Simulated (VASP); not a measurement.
# ZrOs (Pm-3m) in VASP: further runs

Runs on ZrOs. Level: LDA. Tasks: single point, relaxation of cell and atoms.

Program: VASP 6.6.1. These are calculated values, not measurements. Logs are shortened: lines on timing, memory, paths and dates and some standing lists are left out, and cuts for length are marked.

## (1) The cell of the first run

Symmetry: Pm-3m, No. 221, cubic system. The conventional cell has a = 3.227 Å, b = 3.227 Å, c = 3.227 Å, α = 90.00°, β = 90.00°, γ = 90.00°. Zr (site symmetry m-3m) has 8 Os at 2.79 Å and 6 Zr at 3.23 Å within 3.7 Å. Os (site symmetry m-3m) has 8 Zr at 2.79 Å and 6 Os at 3.23 Å within 3.7 Å.

## (2) Single point, LDA

The input, INCAR:

```
SYSTEM = ZrOs
ALGO = Normal
EDIFF = 1E-6
ENCUT = 520
ISIF = 2
ISMEAR = 0
LASPH = .TRUE.
LCHARG = .FALSE.
LREAL = .FALSE.
LWAVE = .FALSE.
NBANDS = 17
NELM = 100
PREC = Accurate
SIGMA = 0.1
```

The input, KPOINTS:

```
k-points
0
G
  14 14 14
  0 0 0
```

The input, POSCAR:

```
ZrOs
1.0
    3.2266697554      0.0000000000      0.0000000000
    0.0000000000      3.2266697554      0.0000000000
    0.0000000000      0.0000000000      3.2266697554
Zr Os
1 1
Direct
    0.5000000000      0.5000000000      0.5000000000
    0.0000000000      0.0000000000      0.0000000000
```

Potentials or basis: VASP PAW LDA potentials, release 64 (Zr_sv, Os).

On the command line:

```bash
$ cat potpaw_LDA.64/Zr_sv/POTCAR potpaw_LDA.64/Os/POTCAR > POTCAR
$ mpirun -np 1 vasp_std > vasp.out
```

OUTCAR:

```text
SYSTEM = ZrOs
   EDIFF = 1E-6
   ENCUT = 520
   ISIF = 2
   ISMEAR = 0
   LASPH = .TRUE.
   LREAL = .FALSE.
   NELM = 100
   PREC = Accurate

 ion  position               nearest neighbor table
   1  0.500  0.500  0.500-   2 2.79   2 2.79   2 2.79   2 2.79   2 2.79   2 2.79   2 2.79   2 2.79

   2  0.000  0.000  0.000-   1 2.79   1 2.79   1 2.79   1 2.79   1 2.79   1 2.79   1 2.79   1 2.79

  LATTYP: Found a simple cubic cell.
 ALAT       =     3.2266697554

  Lattice vectors:

 A1 = (   3.2266697554,   0.0000000000,   0.0000000000)
 A2 = (   0.0000000000,   3.2266697554,   0.0000000000)
 A3 = (   0.0000000000,   0.0000000000,   3.2266697554)

Analysis of symmetry for initial positions (statically):
=====================================================================
 Subroutine PRICEL returns:
 Original cell was already a primitive cell.

 Routine SETGRP: Setting up the symmetry group for a
 simple cubic supercell.

 Subroutine GETGRP returns: Found 48 space group operations
 (whereof 48 operations were pure point group operations)
 out of a pool of 48 trial point group operations.

The static configuration has the point symmetry O_h .

Analysis of symmetry for dynamics (positions and initial velocities):
=====================================================================
 Subroutine PRICEL returns:
 Original cell was already a primitive cell.

 Routine SETGRP: Setting up the symmetry group for a
 simple cubic supercell.

 Subroutine GETGRP returns: Found 48 space group operations
 (whereof 48 operations were pure point group operations)
 out of a pool of 48 trial point group operations.

The dynamic configuration has the point symmetry O_h .

 Subroutine INISYM returns: Found 48 space group operations
 (whereof 48 operations are pure point group operations),
 and found     1 'primitive' translations

----------------------------------------------------------------------------------------

                                     Primitive cell

  volume of cell :      33.5941

  direct lattice vectors                    reciprocal lattice vectors
     3.226669755  0.000000000  0.000000000     0.309917059  0.000000000  0.000000000
     0.000000000  3.226669755  0.000000000     0.000000000  0.309917059  0.000000000
     0.000000000  0.000000000  3.226669755     0.000000000  0.000000000  0.309917059

  length of vectors
     3.226669755  3.226669755  3.226669755     0.309917059  0.309917059  0.309917059

  position of ions in fractional coordinates (direct lattice)
     0.500000000  0.500000000  0.500000000
[... 79 lines left out ...]
   LREAL  =      F    real-space projection
   EDIFFG = 0.1E-04   stopping-criterion for IOM
   NSW    =      0    number of steps for IOM
   IBRION =     -1    ionic relax: 0-MD 1-quasi-New 2-CG
   NFREE  =      0    steps in history (QN), initial steepest desc. (CG)
   ISIF   =      2    stress and relaxation
   ISYM   =      2    0-nonsym 1-usesym 2-fastsym
   POTIM  = 0.5000    time-step for ionic-motion
   TEBEG  =    0.0;   TEEND  =   0.0 temperature during run
   PSTRESS=    0.0 pullay stress
   NELECT =      20.0000    total number of electrons
   NUPDOWN=      -1.0000    fix difference up-down
   EMIN   =  10.00;   EMAX   =-10.00  energy-range for DOS
   EFERMI =   0.00;   METHOD = LEGACY
   ISMEAR =     0;   SIGMA  =   0.10  broadening in eV -4-tet -1-fermi 0-gaus
   EFERMI_NEDOS =   21; number of points for ismear=-14 and -15
   IALGO  =     38    algorithm
   IMIX   =      4    mixing-type and parameters
     AMIX     =   0.40;   BMIX     =  1.00
     AMIX_MAG =   1.60;   BMIX_MAG =  1.00
  volume/ion in A,a.u.               =      16.80       113.35
  Fermi-wavevector in a.u.,A,eV,Ry     =   1.377200  2.602530 25.805892  1.896680
  Thomas-Fermi vector in A             =   2.502375
   LORBIT       =      0    0 simple, 1 ext, 2 COOP (PROOUT), +10 PAW based schemes
   GGA     = CA    functional components
   LHFCALC =     F    Hartree Fock is set to
   AEXX    =    0.0000 exact exchange contribution
   IVDW    =     0    specifies the selected vdW correction
   LEPSILON=     F    determine dielectric tensor
   LRPA    =     F    only Hartree local field effects (RPA)
 non-spin polarized calculation
 Gauss-broadening in eV      SIGMA  =   0.10
  energy-cutoff  :      520.00
  volume of cell :       33.59
 maximum number of plane-waves:       924
 NGX is ok and might be reduce to    24
   NGX = 11   NGY = 11   NGZ = 11

 number of electron      20.0000000 magnetization

 Free energy of the ion-electron system (eV)
  ---------------------------------------------------
  ext. energy  EPLUGINS =         0.00000000
  ---------------------------------------------------
  free energy    TOTEN  =       -23.07760501 eV

  energy without entropy =      -23.07549602  energy(sigma->0) =      -23.07655051

 E-fermi :  10.0780     XC(G=0): -13.0050

 val. band max:       10.0442944170   @ k =   0.4286   0.4286   0.0000
 cond. band min:      10.1003411201   @ k =   0.4286   0.1429   0.0000
 fundamental gap:      0.0560467031
 Fermi energy:        10.0780033510

 k-point     1 :       0.0000    0.0000    0.0000
  band No.  band energies     occupation
      1     -38.2858      2.00000
      2     -16.2865      2.00000
      3     -16.2865      2.00000
      4     -16.2865      2.00000
      5       2.0731      2.00000
      6       4.6969      2.00000
[... 457 lines left out ...]
      4     -16.2477      2.00000
      5       4.6270      2.00000
      6       5.8490      2.00000
[... 9 lines left out ...]
     16      16.3731      0.00000
     17      21.7311      0.00000

 [... further k-points ...]

------------------------ aborting loop because EDIFF is reached ----------------------------------------

  FORCE on cell =-STRESS in cart. coord.  units (eV):
  Direction    XX          YY          ZZ          XY          YZ          ZX
  --------------------------------------------------------------------------------------
  -------------------------------------------------------------------------------------
  Total        0.0856398      0.0856398      0.0856398     -0.0000000     -0.0000000      0.0000000
  in kB        4.0843462      4.0843462      4.0843462     -0.0000000     -0.0000000      0.0000000
  external PRESSURE =       4.0843462 kB  Pullay stress =       0.0000000 kB

 VOLUME and BASIS-vectors are now :
 -----------------------------------------------------------------------------
  energy-cutoff  :      520.00
  volume of cell :       33.59
      direct lattice vectors                 reciprocal lattice vectors
     3.226669755  0.000000000  0.000000000     0.309917059  0.000000000  0.000000000
     0.000000000  3.226669755  0.000000000     0.000000000  0.309917059  0.000000000
     0.000000000  0.000000000  3.226669755     0.000000000  0.000000000  0.309917059

 POSITION                                       TOTAL-FORCE (eV/Angst)
 -----------------------------------------------------------------------------------
      1.61333      1.61333      1.61333         0.000000      0.000000      0.000000
      0.00000      0.00000      0.00000         0.000000      0.000000      0.000000
 -----------------------------------------------------------------------------------
    total drift:                                0.000000     -0.000000     -0.000000

  FREE ENERGIE OF THE ION-ELECTRON SYSTEM (eV)
  ---------------------------------------------------
  free  energy   TOTEN  =       -23.0776050098 eV

  energy  without entropy=      -23.0754960177  energy(sigma->0) =      -23.07655051
```

Wall time 31 s (1 thread of Intel Xeon Platinum 8488C (Sapphire Rapids), shared host); peak memory 0.19 GiB.

What came out:

```
Free energy            : -23.0776 eV
Pressure               : 0.4 GPa
Band gap on the k mesh : zero (band 10 reaches 10.76 eV, above the bottom of band 11 at 9.32 eV)
```

Caveat: spin-orbit coupling is left out, which moves the levels of the heavy elements.

## (3) Relaxation of cell and atoms, LDA

This run uses another cell than the first one, of 17.68 Å³/atom, 1.053 times its volume.

The input, INCAR:

```
PREC = Accurate
ENCUT = 600
EDIFF = 1E-6
ISMEAR = 0
SIGMA = 0.1
LREAL = False
LASPH = True
NELM = 100
ALGO = Normal
ISIF = 3
LWAVE = False
LCHARG = False
IBRION = 2
NSW = 70
EDIFFG = -0.005
```

The input, KPOINTS:

```
regular mesh
0
Gamma
  14 14 14
```

The input, POSCAR:

```
ZrOs
1.0
    3.2822303335      0.0000000000      0.0000000000
    0.0000000000      3.2822303335      0.0000000000
    0.0000000000      0.0000000000      3.2822303335
Zr Os
1 1
Direct
    0.5000000000      0.5000000000      0.5000000000
    0.0000000000      0.0000000000      0.0000000000
```

Potentials or basis: VASP PAW LDA potentials, release 64 (Zr_sv, Os).

On the command line:

```bash
$ cat potpaw_LDA.64/Zr_sv/POTCAR potpaw_LDA.64/Os/POTCAR > POTCAR
$ mpirun -np 1 vasp_std > vasp.out
```

Wall time 5.1 min (1 thread of Intel Xeon Platinum 8488C (Sapphire Rapids), shared host); peak memory 0.22 GiB.

The run converged. Its results:

- Free energy: -23.0802 eV
- Relaxed volume: 16.83 Å³/atom
- Relaxed cell: a = 3.229 Å, b = 3.229 Å, c = 3.229 Å, α = 90.00°, β = 90.00°, γ = 90.00°
- Space group after relaxing (to 0.05 Å): Pm-3m (No. 221)
- Energy gained by relaxing: 29.2 meV/atom
- Ionic steps: 7
- Pressure after relaxing: 0.0 GPa
- Band gap on the k mesh: zero (band 10 reaches 10.72 eV, above the bottom of band 11 at 9.29 eV)

Step by step:
| step | energy change (eV) | largest force (eV/Å) | pressure (GPa) | volume (Å³) |
| --- | --- | --- | --- | --- |
| 1 | 0.0000 | 0.0000 | -10.62 | 35.36 |
| 2 | 0.3727 | 0.0000 | 38.72 | 29.69 |
| 3 | -0.0583 | 0.0000 | -0.53 | 33.74 |
| 4 | -0.0585 | 0.0000 | -0.08 | 33.68 |
| 5 | -0.0585 | 0.0000 | 0.15 | 33.65 |
| 6 | -0.0584 | 0.0000 | -0.32 | 33.71 |
| 7 | -0.0585 | 0.0000 | 0.00 | 33.67 |

Final structure:
```
CELL_PARAMETERS angstrom
3.22902 0.00000 0.00000
0.00000 3.22902 0.00000
0.00000 0.00000 3.22902
ATOMIC_POSITIONS crystal
Zr 0.50000 0.50000 0.50000
Os 0.00000 0.00000 0.00000
```

Levels at points of the mesh, in eV from the Fermi level:
| k point | band 8 | band 9 | band 10 | band 11 | band 12 | band 13 |
| --- | --- | --- | --- | --- | --- | --- |
| (0.00, 0.00, 0.00) | -1.60 | -1.60 | -1.60 | 2.21 | 2.21 | 5.44 |
| (0.50, 0.00, 0.00) | -1.66 | -1.66 | -1.19 | -0.66 | 1.03 | 1.03 |
| (0.50, 0.50, 0.00) | -3.40 | 0.55 | 0.65 | 1.46 | 1.46 | 2.92 |
| (0.50, 0.50, 0.50) | -2.15 | -2.15 | -2.15 | 0.65 | 0.65 | 4.16 |

Caveat: spin-orbit coupling is left out, which moves the levels of the heavy elements.
